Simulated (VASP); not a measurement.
# Li2Se (Fm-3m) in VASP: further runs

The runs below take Li2Se through relaxation of cell and atoms, with PBE, PBEsol.

Program: VASP 6.6.1. These are calculated values, not measurements. Logs are shortened: lines on timing, memory, paths and dates and some standing lists are left out, and cuts for length are marked.

**1. The cell of the first run**

Symmetry: Fm-3m, No. 225, cubic system. Conventional cell: a = 5.952 Å, b = 5.952 Å, c = 5.952 Å, α = 90.00°, β = 90.00°, γ = 90.00°. Within 3.4 Å of Li (site symmetry -43m) lie 4 Se at 2.58 Å and 6 Li at 2.98 Å. Se (site symmetry m-3m) has 8 Li at 2.58 Å within 3.4 Å.

**2. Relaxation of cell and atoms, PBE**

The input, INCAR:

```
SYSTEM = Li2Se
PREC     = Accurate       ! precision mode
ENCUT    = 750            ! plane-wave cutoff, eV
EDIFF    = 1E-7           ! SCF threshold, eV
ISMEAR   = -1             ! smearing method
SIGMA    = 0.02           ! smearing width, eV
LREAL    = .FALSE.        ! projectors in reciprocal space
LASPH    = .TRUE.         ! aspherical terms in the spheres
NELM     = 120            ! most SCF steps
ALGO     = Normal         ! electronic algorithm
ISIF     = 3              ! what is computed and relaxed
LWAVE    = .FALSE.        ! write WAVECAR
LCHARG   = .FALSE.        ! write CHGCAR
GGA      = PE             ! functional
IBRION   = 2              ! ionic algorithm
NSW      = 80             ! ionic steps
EDIFFG   = -0.005         ! ionic threshold
GGA_COMPAT= .FALSE.      
NELMIN   = 4
```

The input, KPOINTS:

```
regular mesh
0
G
  6 6 6
  0 0 0
```

The input, POSCAR:

```
Li2Se
1.0
    0.0000000000      2.9760442648      2.9760442648
    2.9760442648      0.0000000000      2.9760442648
    2.9760442648      2.9760442648      0.0000000000
Li Se
2 1
Direct
    0.7500000000      0.7500000000      0.7500000000
    0.2500000000      0.2500000000      0.2500000000
    0.0000000000      0.0000000000      0.0000000000
```

Potentials or basis: VASP PAW PBE potentials, release 64 (Li_sv, Se).

Command:

```bash
> cat potpaw_PBE.64/Li_sv/POTCAR potpaw_PBE.64/Se/POTCAR > POTCAR
> mpirun -np 1 vasp_std > vasp.out
```

OUTCAR:

```text
SYSTEM = Li2Se
   PREC = Accurate
   ENCUT = 750
   EDIFF = 1E-7
   ISMEAR = -1
   LREAL = .FALSE.
   LASPH = .TRUE.
   NELM = 120
   ISIF = 3
   GGA = PE
   IBRION = 2
   NSW = 80
   EDIFFG = -0.005
   NELMIN = 4

 ion  position               nearest neighbor table
   1  0.750  0.750  0.750-   3 2.58   3 2.58   3 2.58   3 2.58
   2  0.250  0.250  0.250-   3 2.58   3 2.58   3 2.58   3 2.58
   3  0.000  0.000  0.000-   1 2.58   1 2.58   1 2.58   1 2.58   2 2.58   2 2.58   2 2.58   2 2.58

  LATTYP: Found a face centered cubic cell.
 ALAT       =     5.9520885296

  Lattice vectors:

 A1 = (   0.0000000000,   2.9760442648,   2.9760442648)
 A2 = (   2.9760442648,   0.0000000000,   2.9760442648)
 A3 = (   2.9760442648,   2.9760442648,   0.0000000000)

Analysis of symmetry for initial positions (statically):
=====================================================================
 Subroutine PRICEL returns:
 Original cell was already a primitive cell.

 Routine SETGRP: Setting up the symmetry group for a
 face centered cubic supercell.

 Subroutine GETGRP returns: Found 48 space group operations
 (whereof 48 operations were pure point group operations)
 out of a pool of 48 trial point group operations.

The static configuration has the point symmetry O_h .

Analysis of symmetry for dynamics (positions and initial velocities):
=====================================================================
 Subroutine PRICEL returns:
 Original cell was already a primitive cell.

 Routine SETGRP: Setting up the symmetry group for a
 face centered cubic supercell.

 Subroutine GETGRP returns: Found 48 space group operations
 (whereof 48 operations were pure point group operations)
 out of a pool of 48 trial point group operations.

The dynamic configuration has the point symmetry O_h .

 Subroutine INISYM returns: Found 48 space group operations
 (whereof 48 operations are pure point group operations),
 and found     1 'primitive' translations

----------------------------------------------------------------------------------------

                                     Primitive cell

  volume of cell :      52.7167

  direct lattice vectors                    reciprocal lattice vectors
     0.000000000  2.976044265  2.976044265    -0.168008254  0.168008254  0.168008254
     2.976044265  0.000000000  2.976044265     0.168008254 -0.168008254  0.168008254
     2.976044265  2.976044265  0.000000000     0.168008254  0.168008254 -0.168008254

  length of vectors
     4.208762162  4.208762162  4.208762162     0.290998832  0.290998832  0.290998832

  position of ions in fractional coordinates (direct lattice)
     0.750000000  0.750000000  0.750000000
     0.250000000  0.250000000  0.250000000
     0.000000000  0.000000000  0.000000000

  ion indices of the primitive-cell ions
   primitive index   ion index
                 1           1
                 2           2
                 3           3

----------------------------------------------------------------------------------------

 KPOINTS: regular mesh

Automatic generation of k-mesh.
 Grid dimensions read from file:
 generate k-points for:    6    6    6

 Generating k-lattice:

  Cartesian coordinates                     Fractional coordinates (reciprocal lattice)
    -0.028001376  0.028001376  0.028001376     0.166666667  0.000000000  0.000000000
     0.028001376 -0.028001376  0.028001376     0.000000000  0.166666667  0.000000000
     0.028001376  0.028001376 -0.028001376     0.000000000  0.000000000  0.166666667

  Length of vectors
     0.048499805  0.048499805  0.048499805

  Shift w.r.t. Gamma in fractional coordinates (k-lattice)
     0.000000000  0.000000000  0.000000000

 Subroutine IBZKPT returns following result:
 ===========================================

 Found     16 irreducible k-points:

 Following reciprocal coordinates:
            Coordinates               Weight
  0.000000  0.000000  0.000000      1.000000
  0.166667  0.000000  0.000000      8.000000
  0.333333  0.000000  0.000000      8.000000
  0.500000  0.000000  0.000000      4.000000
  0.166667  0.166667  0.000000      6.000000
  0.333333  0.166667  0.000000     24.000000
[... 8 lines left out ...]
 -0.333333  0.333333  0.166667     24.000000
 -0.333333  0.500000  0.166667     12.000000
   k-points           NKPTS =     16   k-points in BZ     NKDIM =     16   number of bands    NBANDS=     10
   number of dos      NEDOS =    301   number of ions     NIONS =      3
   total plane-waves  NPLWV =  64000
   dimension x,y,z NGX =    40 NGY =   40 NGZ =   40
   dimension x,y,z NGXF=    80 NGYF=   80 NGZF=   80
   ions per type =               2   1
   NGX,Y,Z   is equivalent  to a cutoff of  15.80, 15.80, 15.80 a.u.
   NGXF,Y,Z  is equivalent  to a cutoff of  31.60, 31.60, 31.60 a.u.
 SYSTEM =  Li2Se
   PREC   = accura    normal or accurate (medium, high low for compatibility)
   ISTART =      0    job   : 0-new  1-cont  2-samecut
   ICHARG =      2    charge: 1-file 2-atom 10-const
   ISPIN  =      1    spin polarized calculation?
   LNONCOLLINEAR =      F non collinear calculations
   LSORBIT =      F    spin-orbit coupling
   LASPH  =      T    aspherical Exc in radial PAW
   ENCUT  =  750.0 eV  55.12 Ry    7.42 a.u.   9.40  9.40  9.40*2*pi/ulx,y,z
   NELM   =    120;   NELMIN=  4; NELMDL= -5     # of ELM steps
   EDIFF  = 0.1E-06   stopping-criterion for ELM
   LREAL  =      F    real-space projection
   EDIFFG = -.5E-02   stopping-criterion for IOM
   NSW    =     80    number of steps for IOM
   IBRION =      2    ionic relax: 0-MD 1-quasi-New 2-CG
   NFREE  =      1    steps in history (QN), initial steepest desc. (CG)
   ISIF   =      3    stress and relaxation
   ISYM   =      2    0-nonsym 1-usesym 2-fastsym
   POTIM  = 0.5000    time-step for ionic-motion
   TEBEG  =    0.0;   TEEND  =   0.0 temperature during run
   PSTRESS=    0.0 pullay stress
   NELECT =      12.0000    total number of electrons
   NUPDOWN=      -1.0000    fix difference up-down
   EMIN   =  10.00;   EMAX   =-10.00  energy-range for DOS
   EFERMI =   0.00;   METHOD = LEGACY
   ISMEAR =    -1;   SIGMA  =   0.02  broadening in eV -4-tet -1-fermi 0-gaus
   EFERMI_NEDOS =   21; number of points for ismear=-14 and -15
   IALGO  =     38    algorithm
   IMIX   =      4    mixing-type and parameters
     AMIX     =   0.40;   BMIX     =  1.00
     AMIX_MAG =   1.60;   BMIX_MAG =  1.00
  volume/ion in A,a.u.               =      17.57       118.58
  Fermi-wavevector in a.u.,A,eV,Ry     =   0.999584  1.888939 13.594502  0.999168
  Thomas-Fermi vector in A             =   2.131884
   LORBIT       =      0    0 simple, 1 ext, 2 COOP (PROOUT), +10 PAW based schemes
   GGA     = PE    functional components
   LHFCALC =     F    Hartree Fock is set to
   AEXX    =    0.0000 exact exchange contribution
   IVDW    =     0    specifies the selected vdW correction
   LEPSILON=     F    determine dielectric tensor
   LRPA    =     F    only Hartree local field effects (RPA)
 conjugate gradient relaxation of ions
 non-spin polarized calculation
  energy-cutoff  :      750.00
  volume of cell :       52.72
 maximum number of plane-waves:      2485
 NGX is ok and might be reduce to    40
   NGX = 19   NGY = 19   NGZ = 19

--------------------------------------- Ionic step        1  -------------------------------------------

 number of electron      12.0000000 magnetization

 Free energy of the ion-electron system (eV)
  ---------------------------------------------------
  ext. energy  EPLUGINS =         0.00000000
  ---------------------------------------------------
  free energy    TOTEN  =       -11.12618112 eV

  energy without entropy =      -11.12618112  energy(sigma->0) =      -11.12618112

------------------------ aborting loop because EDIFF is reached ----------------------------------------

  FORCE on cell =-STRESS in cart. coord.  units (eV):
  Direction    XX          YY          ZZ          XY          YZ          ZX
  --------------------------------------------------------------------------------------
  -------------------------------------------------------------------------------------
  Total        0.2965648      0.2965648      0.2965648      0.0000000     -0.0000000      0.0000000
  in kB        9.0132638      9.0132638      9.0132638      0.0000000     -0.0000000      0.0000000
  external PRESSURE =       9.0132638 kB  Pullay stress =       0.0000000 kB

 VOLUME and BASIS-vectors are now :
 -----------------------------------------------------------------------------
  energy-cutoff  :      750.00
  volume of cell :       52.72
      direct lattice vectors                 reciprocal lattice vectors
     0.000000000  2.976044265  2.976044265    -0.168008254  0.168008254  0.168008254
     2.976044265  0.000000000  2.976044265     0.168008254 -0.168008254  0.168008254
     2.976044265  2.976044265  0.000000000     0.168008254  0.168008254 -0.168008254
[... 38 lines left out ...]
 POSITION                                       TOTAL-FORCE (eV/Angst)
 -----------------------------------------------------------------------------------
      4.48536      4.48536      4.48536         0.000000      0.000000      0.000000
      1.49512      1.49512      1.49512        -0.000000     -0.000000     -0.000000
      0.00000      2.99024      2.99024         0.000000      0.000000      0.000000
 -----------------------------------------------------------------------------------
    total drift:                               -0.000000     -0.000000      0.000000

  FREE ENERGIE OF THE ION-ELECTRON SYSTEM (eV)
  ---------------------------------------------------
  free  energy   TOTEN  =       -11.1291954913 eV

  energy  without entropy=      -11.1291954913  energy(sigma->0) =      -11.12919549

--------------------------------------- Ionic step        3  -------------------------------------------

 number of electron      12.0000003 magnetization

 Free energy of the ion-electron system (eV)
  ---------------------------------------------------
  ext. energy  EPLUGINS =         0.00000000
  ---------------------------------------------------
  free energy    TOTEN  =       -11.12987291 eV

  energy without entropy =      -11.12987291  energy(sigma->0) =      -11.12987291

 E-fermi :   1.5759     XC(G=0):  -8.2663

 val. band max:        1.0032104435   @ k =   0.0000   0.0000   0.0000
 cond. band min:       3.9767911504   @ k =   0.5000   0.5000   0.0000
 fundamental gap:      2.9735807069
 Fermi energy:         1.5758563535

 k-point     1 :       0.0000    0.0000    0.0000
  band No.  band energies     occupation
      1     -43.7076      2.00000
      2     -43.6836      2.00000
      3     -10.3891      2.00000
      4       1.0032      2.00000
      5       1.0032      2.00000
      6       1.0032      2.00000
      7       4.3918      0.00000
      8       6.6231      0.00000
      9       6.6231      0.00000
     10       6.6231      0.00000

 k-point     2 :       0.1667    0.0000    0.0000
  band No.  band energies     occupation
      1     -43.7059      2.00000
      2     -43.6851      2.00000
      3     -10.3052      2.00000
      4      -0.0189      2.00000
      5       0.8497      2.00000
      6       0.8497      2.00000
      7       5.1208      0.00000
      8       6.9852      0.00000
      9       6.9852      0.00000
     10       7.2554      0.00000
[... 202 lines left out ...]
 POSITION                                       TOTAL-FORCE (eV/Angst)
 -----------------------------------------------------------------------------------
      4.50182      4.50182      4.50182         0.000000      0.000000      0.000000
      1.50061      1.50061      1.50061        -0.000000     -0.000000     -0.000000
      0.00000      0.00000      0.00000         0.000000      0.000000      0.000000
 -----------------------------------------------------------------------------------
    total drift:                                0.000000     -0.000000      0.000000

  FREE ENERGIE OF THE ION-ELECTRON SYSTEM (eV)
  ---------------------------------------------------
  free  energy   TOTEN  =       -11.1298729091 eV

  energy  without entropy=      -11.1298729091  energy(sigma->0) =      -11.12987291

 reached required accuracy - stopping structural energy minimisation
```

It took 98 s on 1 thread of Intel Xeon 8259CL, shared host; peak memory 0.24 GiB.

What came out:

- Free energy: -11.1299 eV
- Relaxed volume: 18.02 Å³/atom
- Relaxed cell: a = 4.244 Å, b = 4.244 Å, c = 4.244 Å, α = 60.00°, β = 60.00°, γ = 60.00°
- Space group after relaxing (to 0.1 Å): Fm-3m (No. 225)
- Energy gained by relaxing: 1.2 meV/atom
- Ionic steps: 3
- Pressure after relaxing: 0.0 GPa
- Band gap on the k mesh: 2.97 eV (least direct gap 3.39 eV)

Step by step:
| step | energy change (eV) | largest force (eV/Å) | pressure (GPa) | volume (Å³) |
| --- | --- | --- | --- | --- |
| 1 | 0.0000 | 0.0000 | 0.90 | 52.72 |
| 2 | -0.0030 | 0.0000 | 0.38 | 53.47 |
| 3 | -0.0037 | 0.0000 | -0.01 | 54.07 |

Final structure:
```
Li Se
1.0
     0.00000    3.00122    3.00122
     3.00122    0.00000    3.00122
     3.00122    3.00122    0.00000
Li Se
2 1
Direct
  0.75000 0.75000 0.75000
  0.25000 0.25000 0.25000
  0.00000 0.00000 0.00000
```

A k mesh can miss the band edges.

(Part 1 of 2 ends here.)
